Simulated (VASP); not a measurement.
# Co (P6/mmm) in VASP: notebook

Co is run at these levels: LDA; tasks: single point.

All numbers are computed with VASP 6.6.1; they aren't measurements. Logs are shortened: lines on timing, memory, paths and dates and some standing lists are left out, and cuts for length are marked.

## (1) The cell of the first run

It takes space group P6/mmm (No. 191, hexagonal). Conventional cell: a = 3.251 Å, b = 3.251 Å, c = 1.966 Å, α = 90.00°, β = 90.00°, γ = 120.00°. Co (site symmetry 6/mmm) has 14 Co at 1.97 to 2.12 Å within 2.6 Å. Within 2.5 Å of Co (site symmetry -6m2) lie 11 Co at 1.88 to 2.12 Å.

## (2) Single point, LDA, collinear spin, ferromagnetic start

INCAR

```
SYSTEM = Co
PREC = Accurate ; ENCUT = 520
EDIFF = 1E-6 ; ISMEAR = -1
SIGMA = 0.1 ; LREAL = .False.
LASPH = .True. ; NELM = 150
ALGO = Normal ; ISIF = 2
LWAVE = .False. ; LCHARG = .False.
ISPIN = 2 ; MAGMOM = 1.7 1.7 1.7
LORBIT = 11 ; LMAXMIX = 4
NBANDS = 24
```

KPOINTS

```
Automatic mesh
0
Gamma
  11 11 15
  0 0 0
```

POSCAR

```
Co
1.0
    3.2514720299      0.0000000000      0.0000000000
   -1.6257360149      2.8158573776      0.0000000000
    0.0000000000      0.0000000000      1.9661152766
Co
3
Direct
    0.0000000000      0.0000000000      0.0000000000
    0.3333333333      0.6666666667      0.5000000000
    0.6666666667      0.3333333333      0.5000000000
```

Potentials or basis: VASP PAW LDA potentials, release 64 (Co).

Started as:

```sh
$ cat potpaw_LDA.64/Co/POTCAR > POTCAR
$ mpirun -np 1 vasp_std > vasp.out
```

OUTCAR:

```text
SYSTEM = Co
   PREC = Accurate
   ENCUT = 520
   EDIFF = 1E-6
   ISMEAR = -1
   LREAL = .False.
   LASPH = .True.
   NELM = 150
   ISIF = 2
   ISPIN = 2
   LORBIT = 11

 ion  position               nearest neighbor table
   1  0.000  0.000  0.000-   2 2.12   3 2.12   2 2.12   3 2.12   2 2.12   2 2.12   3 2.12   3 2.12
                             3 2.12   3 2.12   2 2.12   2 2.12
   2  0.333  0.667  0.500-   3 1.88   3 1.88   3 1.88   1 2.12   1 2.12   1 2.12   1 2.12   1 2.12
                             1 2.12   3 2.72   3 2.72   3 2.72   3 2.72   3 2.72   3 2.72
   3  0.667  0.333  0.500-   2 1.88   2 1.88   2 1.88   1 2.12   1 2.12   1 2.12   1 2.12   1 2.12
                             1 2.12   2 2.72   2 2.72   2 2.72   2 2.72   2 2.72   2 2.72

  LATTYP: Found a hexagonal cell.
 ALAT       =     3.2514720299
 C/A-ratio  =     0.6046846654

  Lattice vectors:

 A1 = (   3.2514720299,   0.0000000000,   0.0000000000)
 A2 = (  -1.6257360149,   2.8158573776,   0.0000000000)
 A3 = (   0.0000000000,   0.0000000000,   1.9661152766)

Analysis of symmetry for initial positions (statically):
=====================================================================
 Subroutine PRICEL returns:
 Original cell was already a primitive cell.

 Routine SETGRP: Setting up the symmetry group for a
 hexagonal supercell.

 Subroutine GETGRP returns: Found 24 space group operations
 (whereof 24 operations were pure point group operations)
 out of a pool of 24 trial point group operations.

The static configuration has the point symmetry D_6h.

Analysis of symmetry for dynamics (positions and initial velocities):
=====================================================================
 Subroutine PRICEL returns:
 Original cell was already a primitive cell.

 Routine SETGRP: Setting up the symmetry group for a
 hexagonal supercell.

 Subroutine GETGRP returns: Found 24 space group operations
 (whereof 24 operations were pure point group operations)
 out of a pool of 24 trial point group operations.

The dynamic configuration has the point symmetry D_6h.

Analysis of structural, dynamic, and magnetic symmetry:
=====================================================================
 Subroutine PRICEL returns:
 Original cell was already a primitive cell.

 Routine SETGRP: Setting up the symmetry group for a
 hexagonal supercell.

 Subroutine GETGRP returns: Found 24 space group operations
 (whereof 24 operations were pure point group operations)
 out of a pool of 24 trial point group operations.

The overall configuration has the point symmetry D_6h.

 Subroutine INISYM returns: Found 24 space group operations
 (whereof 24 operations are pure point group operations),
 and found     1 'primitive' translations

----------------------------------------------------------------------------------------

                                     Primitive cell

  volume of cell :      18.0011

  direct lattice vectors                    reciprocal lattice vectors
     3.251472030  0.000000000  0.000000000     0.307553007  0.177565811  0.000000000
    -1.625736015  2.815857378  0.000000000     0.000000000  0.355131623  0.000000000
     0.000000000  0.000000000  1.966115277     0.000000000  0.000000000  0.508617176

  length of vectors
     3.251472030  3.251472030  1.966115277     0.355131623  0.355131623  0.508617176

  position of ions in fractional coordinates (direct lattice)
     0.000000000  0.000000000  0.000000000
     0.333333333  0.666666667  0.500000000
     0.666666667  0.333333333  0.500000000

  ion indices of the primitive-cell ions
   primitive index   ion index
                 1           1
                 2           2
                 3           3

----------------------------------------------------------------------------------------

 KPOINTS: Automatic mesh

Automatic generation of k-mesh.
 Grid dimensions read from file:
 generate k-points for:   11   11   15

 Generating k-lattice:

  Cartesian coordinates                     Fractional coordinates (reciprocal lattice)
     0.027959364  0.016142346  0.000000000     0.090909091  0.000000000  0.000000000
     0.000000000  0.032284693  0.000000000     0.000000000  0.090909091  0.000000000
     0.000000000  0.000000000  0.033907812     0.000000000  0.000000000  0.066666667

  Length of vectors
     0.032284693  0.032284693  0.033907812

  Shift w.r.t. Gamma in fractional coordinates (k-lattice)
     0.000000000  0.000000000  0.000000000

 Subroutine IBZKPT returns following result:
 ===========================================

 Found    128 irreducible k-points:

 Following reciprocal coordinates:
            Coordinates               Weight
  0.000000  0.000000  0.000000      1.000000
  0.090909 -0.000000  0.000000      6.000000
  0.181818 -0.000000  0.000000      6.000000
  0.272727  0.000000  0.000000      6.000000
  0.363636  0.000000  0.000000      6.000000
  0.454545  0.000000  0.000000      6.000000
[... 16 lines left out ...]
  0.090909  0.090909  0.066667     12.000000
  0.181818  0.090909  0.066667     24.000000
 [... further k-points ...]
   k-points           NKPTS =    128   k-points in BZ     NKDIM =    128   number of bands    NBANDS=     24
   number of dos      NEDOS =    301   number of ions     NIONS =      3
   total plane-waves  NPLWV =   9216
   dimension x,y,z NGX =    24 NGY =   24 NGZ =   16
   dimension x,y,z NGXF=    48 NGYF=   48 NGZF=   32
   ions per type =               3
   NGX,Y,Z   is equivalent  to a cutoff of  12.27, 12.27, 13.53 a.u.
   NGXF,Y,Z  is equivalent  to a cutoff of  24.54, 24.54, 27.06 a.u.
 SYSTEM =  Co
   PREC   = accura    normal or accurate (medium, high low for compatibility)
   ISTART =      0    job   : 0-new  1-cont  2-samecut
   ICHARG =      2    charge: 1-file 2-atom 10-const
   ISPIN  =      2    spin polarized calculation?
   LNONCOLLINEAR =      F non collinear calculations
   LSORBIT =      F    spin-orbit coupling
   LASPH  =      T    aspherical Exc in radial PAW
   ENCUT  =  520.0 eV  38.22 Ry    6.18 a.u.   6.05  6.05  3.66*2*pi/ulx,y,z
   NELM   =    150;   NELMIN=  2; NELMDL= -5     # of ELM steps
   EDIFF  = 0.1E-05   stopping-criterion for ELM
   LREAL  =      F    real-space projection
   EDIFFG = 0.1E-04   stopping-criterion for IOM
   NSW    =      0    number of steps for IOM
   IBRION =     -1    ionic relax: 0-MD 1-quasi-New 2-CG
   NFREE  =      0    steps in history (QN), initial steepest desc. (CG)
   ISIF   =      2    stress and relaxation
   ISYM   =      2    0-nonsym 1-usesym 2-fastsym
   POTIM  = 0.5000    time-step for ionic-motion
   TEBEG  =    0.0;   TEEND  =   0.0 temperature during run
   PSTRESS=    0.0 pullay stress
   NELECT =      27.0000    total number of electrons
   NUPDOWN=      -1.0000    fix difference up-down
   EMIN   =  10.00;   EMAX   =-10.00  energy-range for DOS
   EFERMI =   0.00;   METHOD = LEGACY
   ISMEAR =    -1;   SIGMA  =   0.10  broadening in eV -4-tet -1-fermi 0-gaus
   EFERMI_NEDOS =   21; number of points for ismear=-14 and -15
   IALGO  =     38    algorithm
   IMIX   =      4    mixing-type and parameters
     AMIX     =   0.40;   BMIX     =  1.00
     AMIX_MAG =   1.60;   BMIX_MAG =  1.00
  volume/ion in A,a.u.               =       6.00        40.49
  Fermi-wavevector in a.u.,A,eV,Ry     =   1.873971  3.541292 47.780495  3.511767
  Thomas-Fermi vector in A             =   2.919008
   LORBIT       =     11    0 simple, 1 ext, 2 COOP (PROOUT), +10 PAW based schemes
   GGA     = CA    functional components
   LHFCALC =     F    Hartree Fock is set to
   AEXX    =    0.0000 exact exchange contribution
   IVDW    =     0    specifies the selected vdW correction
   LEPSILON=     F    determine dielectric tensor
   LRPA    =     F    only Hartree local field effects (RPA)
 spin polarized calculation
  energy-cutoff  :      520.00
  volume of cell :       18.00
 maximum number of plane-waves:       500
   NGX = 13   NGY = 13   NGZ =  7

 number of electron      26.9999979 magnetization       0.0727235

 number of electron      26.9999979 magnetization      -0.0019560

 Free energy of the ion-electron system (eV)
  ---------------------------------------------------
  ext. energy  EPLUGINS =         0.00000000
  ---------------------------------------------------
  free energy    TOTEN  =       -13.67519641 eV

  energy without entropy =      -13.54240807  energy(sigma->0) =      -13.60880224

 E-fermi :  22.2900     XC(G=0): -17.5565

 val. band max:       22.2892815339   @ k =   0.2727   0.1818   0.0667
 cond. band min:      22.3002504408   @ k =   0.2727   0.0909   0.4000
 fundamental gap:      0.0109689068
 Fermi energy:        22.2899644740

 spin component 1

 k-point     1 :       0.0000    0.0000    0.0000
  band No.  band energies     occupation
      1       9.3223      1.00000
      2      13.0443      1.00000
      3      16.2674      1.00000
      4      16.2674      1.00000
      5      16.3671      1.00000
      6      16.3671      1.00000
[... 16 lines left out ...]
     23      46.5478      0.00000
     24      52.6342      0.00000

 k-point     2 :       0.0909   -0.0000    0.0000
  band No.  band energies     occupation
      1       9.5118      1.00000
      2      13.1141      1.00000
      3      15.4896      1.00000
      4      15.7688      1.00000
      5      16.4837      1.00000
      6      17.0873      1.00000
[... 16 lines left out ...]
     23      46.8632      0.00000
     24      52.2838      0.00000

 k-point     3 :       0.1818   -0.0000    0.0000
  band No.  band energies     occupation
      1      10.0588      1.00000
      2      13.2726      1.00000
      3      14.6334      1.00000
      4      15.4496      1.00000
      5      16.1161      1.00000
      6      17.1245      1.00000
[... 16 lines left out ...]
     23      47.7710      0.00000
     24      51.0126      0.00000
[... 514 lines left out ...]
 k-point    23 :       0.0909    0.0909    0.0667
  band No.  band energies     occupation
      1      10.0800      1.00000
      2      13.4340      1.00000
      3      15.0128      1.00000
      4      15.0685      1.00000
      5      16.6119      1.00000
      6      16.9703      1.00000
[... 16 lines left out ...]
     23      46.3423      0.00000
     24      51.3459      0.00000

 k-point    24 :       0.1818    0.0909    0.0667
  band No.  band energies     occupation
      1      10.7578      1.00000
      2      13.5110      1.00000
      3      14.4060      1.00000
      4      14.8314      1.00000
      5      16.3404      1.00000
      6      17.1794      1.00000
[... 16 lines left out ...]
     23      47.4404      0.00000
     24      49.8936      0.00000

 [... further k-points ...]

 spin component 2

 k-point     1 :       0.0000    0.0000    0.0000
  band No.  band energies     occupation
      1       9.3222      1.00000
      2      13.0438      1.00000
      3      16.2670      1.00000
      4      16.2670      1.00000
      5      16.3667      1.00000
      6      16.3667      1.00000
[... 16 lines left out ...]
     23      46.5476      0.00000
     24      52.6340      0.00000

 k-point     2 :       0.0909   -0.0000    0.0000
  band No.  band energies     occupation
      1       9.5116      1.00000
      2      13.1136      1.00000
      3      15.4892      1.00000
      4      15.7684      1.00000
      5      16.4833      1.00000
      6      17.0867      1.00000
[... 16 lines left out ...]
     23      46.8630      0.00000
     24      52.2836      0.00000

 k-point     3 :       0.1818   -0.0000    0.0000
  band No.  band energies     occupation
      1      10.0587      1.00000
      2      13.2721      1.00000
      3      14.6330      1.00000
      4      15.4492      1.00000
      5      16.1156      1.00000
      6      17.1239      1.00000
[... 16 lines left out ...]
     23      47.7708      0.00000
     24      51.0125      0.00000
[... 514 lines left out ...]
 k-point    23 :       0.0909    0.0909    0.0667
  band No.  band energies     occupation
      1      10.0798      1.00000
      2      13.4335      1.00000
      3      15.0124      1.00000
      4      15.0681      1.00000
      5      16.6114      1.00000
      6      16.9699      1.00000
[... 16 lines left out ...]
     23      46.3420      0.00000
     24      51.3457      0.00000

 k-point    24 :       0.1818    0.0909    0.0667
  band No.  band energies     occupation
      1      10.7576      1.00000
      2      13.5106      1.00000
      3      14.4056      1.00000
      4      14.8310      1.00000
      5      16.3399      1.00000
      6      17.1789      1.00000
[... 16 lines left out ...]
     23      47.4401      0.00000
     24      49.8934      0.00000

 [... further k-points ...]
[... 5 lines left out ...]
  --------------------------------------------------------------------------------------
  -------------------------------------------------------------------------------------
  Total       50.0751623     50.0751623     50.2298469      0.0000000      0.0000000      0.0000000
  in kB     4456.9041439   4456.9041439   4470.6717342      0.0000001      0.0000000      0.0000000
  external PRESSURE =    4461.4933407 kB  Pullay stress =       0.0000000 kB

 VOLUME and BASIS-vectors are now :
 -----------------------------------------------------------------------------
  energy-cutoff  :      520.00
  volume of cell :       18.00
      direct lattice vectors                 reciprocal lattice vectors
     3.251472030  0.000000000  0.000000000     0.307553007  0.177565811  0.000000000
    -1.625736015  2.815857378  0.000000000     0.000000000  0.355131623  0.000000000
     0.000000000  0.000000000  1.966115277     0.000000000  0.000000000  0.508617176

 POSITION                                       TOTAL-FORCE (eV/Angst)
 -----------------------------------------------------------------------------------
      0.00000      0.00000      0.00000         0.000000      0.000000      0.000000
     -0.00000      1.87724      0.98306        -0.000000      0.000000     -0.000000
      1.62574      0.93862      0.98306         0.000000      0.000000      0.000000
 -----------------------------------------------------------------------------------
    total drift:                                0.000000      0.000000      0.000000

  FREE ENERGIE OF THE ION-ELECTRON SYSTEM (eV)
  ---------------------------------------------------
  free  energy   TOTEN  =       -13.6751964108 eV

  energy  without entropy=      -13.5424080675  energy(sigma->0) =      -13.60880224

 total charge

# of ion       s       p       d       tot
------------------------------------------
    1        0.830   1.274   8.105  10.209
    2        0.857   1.272   8.186  10.315
    3        0.857   1.272   8.186  10.315
--------------------------------------------------
tot          2.544   3.818  24.476  30.838

 magnetization (x)

# of ion       s       p       d       tot
------------------------------------------
    1       -0.000   0.000  -0.000  -0.000
    2        0.000   0.000  -0.000  -0.000
    3        0.000   0.000  -0.000  -0.000
--------------------------------------------------
tot          0.000   0.000  -0.001  -0.001
```

Wall time 76 s (1 thread of AMD EPYC 9R14 (Zen 4), shared host); peak memory 0.15 GiB.

What came out:

| Item | Value |
| --- | --- |
| Free energy | -13.6752 eV |
| Pressure | 446.1 GPa |
| Net moment | 0.00 μB per cell |

Stress tensor (GPa, compression positive):
```
445.69   0.00   0.00
  0.00 445.69   0.00
  0.00   0.00 447.07
```

Levels at points of the mesh, in eV from the Fermi level:
Spin up:
| k point | band 10 | band 11 | band 12 | band 13 | band 14 | band 15 | band 16 | band 17 | band 18 | band 19 |
| --- | --- | --- | --- | --- | --- | --- | --- | --- | --- | --- |
| (0.00, 0.00, 0.00) | -3.60 | -2.19 | -2.19 | -2.17 | -2.17 | 1.08 | 1.08 | 11.36 | 11.36 | 11.46 |
Spin down:
```tsv
k point	band 10	band 11	band 12	band 13	band 14	band 15	band 16	band 17	band 18	band 19
(0.00, 0.00, 0.00)	-3.60	-2.19	-2.19	-2.17	-2.17	1.08	1.08	11.36	11.36	11.46
```

Caveat: the starting moments collapsed, and a magnetic state may lie lower.

## (3) Single point, LDA, collinear spin, ferromagnetic start

INCAR

```
SYSTEM = Co
PREC     = Accurate       ! precision mode
ENCUT    = 520            ! plane-wave cutoff, eV
EDIFF    = 1E-6           ! SCF threshold, eV
ISMEAR   = -1             ! smearing method
SIGMA    = 0.1            ! smearing width, eV
LREAL    = .FALSE.        ! projectors in reciprocal space
LASPH    = .TRUE.         ! aspherical terms in the spheres
NELM     = 150            ! most SCF steps
ALGO     = Normal         ! electronic algorithm
ISIF     = 2              ! what is computed and relaxed
LWAVE    = .FALSE.        ! write WAVECAR
LCHARG   = .FALSE.        ! write CHGCAR
ISPIN    = 2              ! spin polarisation
MAGMOM   = 1.7 1.7 1.7    ! initial moments
LORBIT   = 11             ! projections on sites
LMAXMIX  = 4              ! l up to which the mixer works
NBANDS   = 24             ! bands
```

KPOINTS

```
Automatic mesh
0
G
  11 11 15
  0 0 0
```

POSCAR

```
Co
1.0
    3.2526805736      0.0000000000      0.0000000000
   -1.6263402868      2.8169040071      0.0000000000
    0.0000000000      0.0000000000      1.9668033097
Co
3
Direct
    0.0000000000      0.0000000000      0.0000000000
    0.3333333333      0.6666666667      0.5000000000
    0.6666666667      0.3333333333      0.5000000000
```

Potentials or basis: VASP PAW LDA potentials, release 64 (Co).

Started as:

```sh
$ cat potpaw_LDA.64/Co/POTCAR > POTCAR
$ mpirun -np 1 vasp_std > vasp.out
```

It took 78 s on 1 thread of AMD EPYC 9R14 (Zen 4), shared host; peak memory 0.15 GiB.

It converged, with:

* Free energy: -13.7299 eV
* Pressure: 444.1 GPa
* Net moment: 0.00 μB per cell

Stress tensor (GPa, compression positive):
```
443.60   0.00   0.00
  0.00 443.60   0.00
  0.00   0.00 445.04
```

Levels at points of the mesh, in eV from the Fermi level:
Spin up:
| k point | band 10 | band 11 | band 12 | band 13 | band 14 | band 15 | band 16 | band 17 | band 18 | band 19 |
| --- | --- | --- | --- | --- | --- | --- | --- | --- | --- | --- |
| (0.00, 0.00, 0.00) | -3.59 | -2.18 | -2.18 | -2.17 | -2.17 | 1.08 | 1.08 | 11.35 | 11.35 | 11.45 |
Spin down:
```tsv
k point	band 11	band 12	band 13	band 14	band 15	band 16	band 17	band 18
(0.00, 0.00, 0.00)	-2.19	-2.19	-2.17	-2.17	1.08	1.08	11.35	11.35
```

Caveat: the starting moments collapsed, and a magnetic state may lie lower.
